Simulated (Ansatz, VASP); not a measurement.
# TePt in VASP and in Ansatz

The input INCAR:

```
ALGO = Normal
EDIFF = 1E-7
ENCUT = 520
GGA = PS
ISIF = 2
ISMEAR = 0
LASPH = T
LCHARG = T
LELF = T
LREAL = F
LVHAR = T
LWAVE = F
NBANDS = 24
NELM = 60
PREC = Accurate
SIGMA = 0.15
```

KPOINTS

```
k-points
0
Gamma
  12 12 10
```

Contents of POSCAR:

```
TePt
1.0
    4.4398797966      0.0000000000      0.0000000000
   -2.2199398983      3.8450486937      0.0000000000
    0.0000000000      0.0000000000      5.6638400000
Te Pt
2 2
Direct
    0.3333333333      0.6666666667      0.2500000000
    0.6666666667      0.3333333333      0.7500000000
    0.0000000000      0.0000000000      0.0000000000
    0.0000000000      0.0000000000      0.5000000000
```

Input for Ansatz:

```yaml
crystal:
  lattice:
    - [4.4398797966, 0.0, 0.0]
    - [-2.2199398983, 3.8450486937, 0.0]
    - [0.0, 0.0, 5.66384]
  atoms:
    - { symbol: Te, position: [0.3333333333, 0.6666666667, 0.25] }
    - { symbol: Te, position: [0.6666666667, 0.3333333333, 0.75] }
    - { symbol: Pt, position: [0.0, 0.0, 0.0] }
    - { symbol: Pt, position: [0.0, 0.0, 0.5] }
basis:
  ecutwfc: 420
kpoints:
  mp_grid: { grid: [12, 12, 10] }
hamiltonian:
  xc: pbesol
scf:
  occupations: { method: gaussian, width: 0.15 }
output:
  forces: true
  stress: true
  eigenvalues: true
  write_density: true
  write_potential: true
  elf: true
  volumetric_format: npy
```

Change from the starting cell: strain +0.080 along x and y, +0.040 along z, atoms carried along.

Alike in both runs: task single point; functional PBEsol; k mesh 12 × 12 × 10; occupations gaussian, width 0.15 eV; no spin polarisation.

```csv
,VASP,Ansatz
version,VASP 6.6.1,Ansatz 0.2.0
potentials or method,"VASP PAW PBE potentials, release 64 (Te, Pt), cutoff 520 eV","scalar-relativistic, plane waves, PAW"
valence electrons in the cell,32,68
```

VASP gave:

```
gap on the k mesh at the Fermi level (eV)                     : none
pressure (GPa)                                                : -12.3
traceless stress, the component that is largest in VASP (GPa) : 0.98
```

Which values does Ansatz return?

gap on the k mesh at the Fermi level (eV): none; pressure (GPa): -12.1; traceless stress, the component that is largest in VASP (GPa): 0.98.

VASP's potentials were made for PBE, not for PBEsol. A gap of «none» marks a metal or a gap that the smearing closes. With one functional, cell and mesh, what is left measures potentials, basis and numerics. VASP's potentials hold 32 valence electrons a cell and Ansatz's 68, so a difference there can come from the potentials and not from the codes.

Neither program's run includes spin-orbit coupling.
